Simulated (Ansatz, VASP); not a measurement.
# Two plane-wave programs on Zr

```xyz
2
Lattice="3.2406 0.0000 0.0000 -1.6203 2.8064 0.0000 0.0000 0.0000 5.1614" Properties=species:S:1:pos:R:3 pbc="T T T"
Zr    0.0000    1.8710    1.2904
Zr    1.6203    0.9355    3.8711
```

Alike in both runs: functional PBE; k mesh 8 × 8 × 4; occupations gaussian, width 0.05 eV; no spin polarisation.

Ansatz relaxed the structure, and its values are those at the end. VASP's run is a single point on that final structure, the one shown.

|  | VASP | Ansatz |
| --- | --- | --- |
| version | VASP 6.6.1 | Ansatz 0.2.0 |
| potentials or method | VASP PAW PBE potentials, release 64 (Zr_sv), cutoff 500 eV | scalar-relativistic, plane waves, PAW |
| valence electrons in the cell | 24 | 24 |

|  | VASP | Ansatz | Ansatz less VASP |
| --- | --- | --- | --- |
| gap on the k mesh at the Fermi level (eV) | none | none | - |
| pressure (GPa) | 0.0 | 0.0 | -0.06 |

A gap of «none» marks a metal or a gap that the smearing closes. The functional is the same, so the differences come from potentials, cutoffs and numerics.
